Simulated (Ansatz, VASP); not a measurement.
CsSnI3: VASP beside Ansatz

The input POSCAR:

```
CsSnI3
1.0
    6.1139889011      0.0000000000      0.0000000000
    0.0000000000      6.1139889011      0.0000000000
    0.0000000000      0.0000000000      6.1139889011
Cs Sn I
1 1 3
Direct
    0.0000000000      0.0000000000      0.0000000000
    0.5000000000      0.5000000000      0.5000000000
    0.0000000000      0.5000000000      0.5000000000
    0.5000000000      0.0000000000      0.5000000000
    0.5000000000      0.5000000000      0.0000000000
```

Contents of INCAR.step1:

```
PREC = Accurate
ENCUT = 520
ISMEAR = 0
SIGMA = 0.01
LREAL = False
LASPH = True
NELM = 80
NBANDS = 30
GGA = PE
ALGO = Normal
EDIFF = 1E-4
LWAVE = True
LCHARG = False
```

File INCAR.step2:

```
PREC = Accurate
ENCUT = 520
EDIFF = 1E-6
ISMEAR = 0
SIGMA = 0.01
LREAL = False
LASPH = True
NELM = 80
ALGO = Normal
ISIF = 2
LWAVE = False
LCHARG = False
METAGGA = R2SCAN
LMIXTAU = True
NBANDS = 30
ISTART = 1
```

Contents of KPOINTS:

```
Automatic mesh
0
Gamma
  4 4 4
```

Input for Ansatz:

```yaml
crystal:
  lattice:
    - [6.1139889011, 0.0, 0.0]
    - [0.0, 6.1139889011, 0.0]
    - [0.0, 0.0, 6.1139889011]
  atoms:
    - { symbol: Cs, position: [0.0, 0.0, 0.0] }
    - { symbol: Sn, position: [0.5, 0.5, 0.5] }
    - { symbol: I, position: [0.0, 0.5, 0.5] }
    - { symbol: I, position: [0.5, 0.0, 0.5] }
    - { symbol: I, position: [0.5, 0.5, 0.0] }
kpoints:
  mp_grid: { grid: [4, 4, 4] }
hamiltonian:
  xc: r2scan
scf:
  occupations: { method: fixed }
  n_extra_bands: 5
output:
  forces: true
  stress: true
  eigenvalues: true
```

Alike in both runs: task single point; functional r2SCAN; k mesh 4 × 4 × 4; no spin polarisation.

|  | VASP | Ansatz |
| --- | --- | --- |
| version | VASP 6.6.1 | Ansatz 0.2.0 |
| potentials or method | VASP PAW PBE potentials, release 64 (Cs_sv, Sn_d, I) | plane waves, PAW |
| plane-wave cutoff (eV) | 520 | 500 |
| occupations | gaussian, width 0.01 eV | fixed |
| valence electrons in the cell | 44 | 74 |

```tsv
	VASP	Ansatz	Ansatz less VASP
gap on the k mesh at the Fermi level (eV)	0.20	0.20	+0.002
pressure (GPa)	1.3	1.3	0.00
```

VASP's potentials were made for PBE, not for r2SCAN. VASP's potentials hold 44 valence electrons a cell and Ansatz's 74, so a difference there can come from the potentials and not from the codes.

Neither program's run includes spin-orbit coupling.
